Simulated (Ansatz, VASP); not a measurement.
## One calculation of Pb, two programs

```
Pb
1.0
     0.00000    2.66738    2.27222
     2.66738    0.00000    2.27222
     2.66738    2.66738    0.00000
Pb
1
Direct
  0.00000 0.00000 0.00000
```

Change from the starting cell: strain +0.080 along x and y, -0.080 along z, atoms carried along.

Alike in both runs: task single point; functional PBE; k mesh 16 × 16 × 16; occupations gaussian, width 0.15 eV; no spin polarisation.

|  | VASP | Ansatz |
| --- | --- | --- |
| version | VASP 6.6.1 | Ansatz 0.2.0 |
| potentials or method | VASP PAW PBE potentials, release 64 (Pb_d), cutoff 520 eV | scalar-relativistic, plane waves, PAW |
| valence electrons in the cell | 14 | 14 |

```tsv
	VASP	Ansatz	Ansatz less VASP
gap on the k mesh at the Fermi level (eV)	none	none	-
pressure (GPa)	-0.4	-0.4	+0.05
traceless stress, the component that is largest in VASP (GPa)	0.72	0.72	-0.004
```

A gap of «none» marks a metal or a gap that the smearing closes. With one functional, cell and mesh, what is left measures potentials, basis and numerics.

Spin-orbit coupling is off throughout.
